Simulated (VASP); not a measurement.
Set up this calculation in VASP 6.6.1, as the native input.

```yaml
Task: electric field gradients
Functional: LDA
Potentials_or_basis: VASP PAW LDA potentials, release 64 (Ba_sv, Ti_sv, O)
Cutoff: 520 eV
k_mesh: 8 × 8 × 8
Occupations: fermi-dirac, width 0.05 eV
Spin: no spin polarisation
Dipole_correction: no
Further_INCAR_settings: ALGO = Normal; EDIFF = 1e-08; NBANDS = 28
```

The structure of BaTiO3 lies in POSCAR:

```
BaTiO3
1.0
    3.9938975588      0.0000000000      0.0000000000
    0.0000000000      3.9938975588      0.0000000000
    0.0000000000      0.0000000000      3.9938975588
Ba Ti O
1 1 3
Direct
    0.5000000000      0.5000000000      0.5000000000
    0.0000000000      0.0000000000      0.0000000000
    0.5000000000      0.0000000000      0.0000000000
    0.0000000000      0.5000000000      0.0000000000
    0.0000000000      0.0000000000      0.5000000000
```

This cell differs from its parent crystal: volume scaled by 0.99.

The input as run:

INCAR

```
PREC = Accurate
ENCUT = 520
EDIFF = 1E-8
ISMEAR = -1
SIGMA = 0.05
LREAL = False
LASPH = True
NELM = 60
ALGO = Normal
ISIF = 2
LWAVE = False
LCHARG = False
LEFG = True
NBANDS = 28
```

KPOINTS

```
Automatic mesh
0
Gamma
  8 8 8
```

Potentials or basis: VASP PAW LDA potentials, release 64 (Ba_sv, Ti_sv, O).

The run is started by

```bash
$ cat potpaw_LDA.64/Ba_sv/POTCAR potpaw_LDA.64/Ti_sv/POTCAR potpaw_LDA.64/O/POTCAR > POTCAR
$ mpirun -np 1 vasp_std > vasp.out
```

It gave:

| Property | Result |
| --- | --- |
| Pressure | -5.8 GPa |
| Band gap on the k mesh | 1.67 eV, indirect (least direct gap 1.80 eV) |

Caveat: without QUAD_EFG the Cq values of the log hold for a quadrupole moment of 1 mb, not for the nuclei; spin-orbit coupling is left out, which moves the levels of the heavy elements.

Run time: 63 s on 1 thread of Intel Xeon 6975P-C, with other jobs on the host, peak memory 0.19 GiB.
